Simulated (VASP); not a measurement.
Ge: single point with PBE

Crystal: Ge.

```
CELL_PARAMETERS angstrom
1.93586 -1.94272 0.00000
1.93586 1.94272 0.00000
0.00000 0.00000 5.31171
ATOMIC_POSITIONS crystal
Ge 0.00000 0.00000 0.74964
Ge 0.00000 0.00000 0.25036
```

The cell was built from a structure type or drawn by symmetry, and may not be a known phase.

```
Program             : VASP 6.6.1
Task                : single point
Functional          : PBE
Potentials or basis : VASP PAW PBE potentials, release 64 (Ge_d)
Cutoff              : 520 eV
k mesh              : 6 × 6 × 4
Occupations         : gaussian, width 0.1 eV
Spin                : no spin polarisation
```

- Pressure: -0.1 GPa
- Largest force: 0.021 eV/Å
- Band gap on the k mesh: zero (bands 14 and 15 overlap by 8.38 eV)

Forces in eV/Å, atoms in the order of the input:
```
Ge   0.000  0.000  0.021
Ge   0.000  0.000 -0.021
```

Stress tensor (GPa, compression positive):
```
 0.30  0.00  0.00
 0.00 -0.12  0.00
 0.00  0.00 -0.51
```

Levels at points of the mesh, in eV from the Fermi level:
```
           k point  band 11  band 12  band 13  band 14  band 15  band 16  band 17  band 18
(0.00, 0.00, 0.00)   -12.66    -8.61    -5.49     6.21     6.23     7.45     9.33     9.35
(0.50, 0.00, 0.00)    -9.13    -5.50    -4.85    -2.62    -2.17     3.31     8.91    10.15
(0.50, 0.50, 0.00)    -5.42    -2.60    -2.54    -0.52     0.05     0.53     0.58     3.15
(0.00, 0.00, 0.50)   -11.39   -11.37    -0.06    -0.04     7.39     7.41     7.41     7.43
(0.50, 0.00, 0.50)    -7.88    -7.85    -4.29    -4.27     3.04     3.07     7.95     7.95
(0.50, 0.50, 0.50)    -4.18    -4.15    -1.42    -1.40    -1.37    -1.35     4.37     4.39
```

Run time: 12 s on 1 thread of Intel(R) Xeon(R) Platinum 8375C CPU @ 2.90GHz (Ice Lake) (shared host), peak memory 0.15 GiB.

Caveat: the k points lie up to 0.38 Å⁻¹ apart, too coarse for converged energies and pressures of a metal.
